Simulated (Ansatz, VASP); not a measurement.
Two plane-wave programs on O

```
O
1.0
     9.00000    0.00000    0.00000
     0.00000    9.50000    0.00000
     0.00000    0.00000   10.00000
O
2
Direct
  0.50000 0.50000 0.43973
  0.50000 0.50000 0.56027
```

Alike in both runs: functional r2SCAN; k mesh 1 × 1 × 1; occupations fermi-dirac, width 0.02 eV; collinear spin.

Ansatz relaxed the structure, and its values are those at the end. VASP's run is a single point on that final structure, the one shown.

|  | VASP | Ansatz |
| --- | --- | --- |
| version | VASP 6.6.1 | Ansatz 0.2.0 |
| potentials or method | VASP PAW PBE potentials, release 64 (O), cutoff 520 eV | plane waves, PAW |
| valence electrons in the cell | 12 | 12 |

```csv
,VASP,Ansatz,Ansatz less VASP
rms of the force components (eV/Å),0.833,0.003,-0.8299
net moment per atom (μB),1.00,1.00,0.000
size of the moment on the site where the two differ most (μB),0.83,0.57,-0.257
```

VASP's potentials were made for PBE, not for r2SCAN. Site moments also hang on the region over which each program counts them. One of these differences is far larger than is usual between the two programs; its cause wasn't traced. Ansatz's warnings: end state compared, stress scf threshold loose.

Noted on VASP's run: the standard files for N, O and F lose accuracy on very short bonds.
